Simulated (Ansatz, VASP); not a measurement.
Sb: VASP beside Ansatz

```
CELL_PARAMETERS angstrom
2.07582 1.15323 3.69312
-2.22539 1.21775 3.75763
-0.01891 -2.53946 3.78125
ATOMIC_POSITIONS crystal
Sb 0.23364 0.23364 0.23364
Sb 0.76636 0.76636 0.76636
```

Change from the starting cell: equal xy, yz and zx shear strains of -3 %, PAW files.

Alike in both runs: task electric field gradients; functional PBE; k mesh 9 × 9 × 9; occupations fermi-dirac, width 0.05 eV; no spin polarisation.

```csv
,VASP,Ansatz
version,VASP 6.6.1,Ansatz 0.2.0
potentials or method,"VASP PAW PBE potentials, release 64 (Sb)","PAW with Ansatz's default frozen-core files, scalar-relativistic"
plane-wave cutoff (eV),520,420
valence electrons in the cell,10,30
```

```csv
,VASP,Ansatz,Ansatz less VASP
pressure (GPa),3.3,3.2,-0.08
"traceless stress, the component that is largest in VASP (GPa)",1.91,1.90,-0.007
rms of the force components (eV/Å),0.176,0.154,-0.0221
size of Vzz on the site where it differs most (V/Å²),53.8,57.0,+3.18
```

Atom by atom the forces differ by 0.026 eV/Å (rms over components). VASP's potentials hold 10 valence electrons a cell and Ansatz's 30, so a difference there can come from the potentials and not from the codes.

Spin-orbit coupling is off throughout.
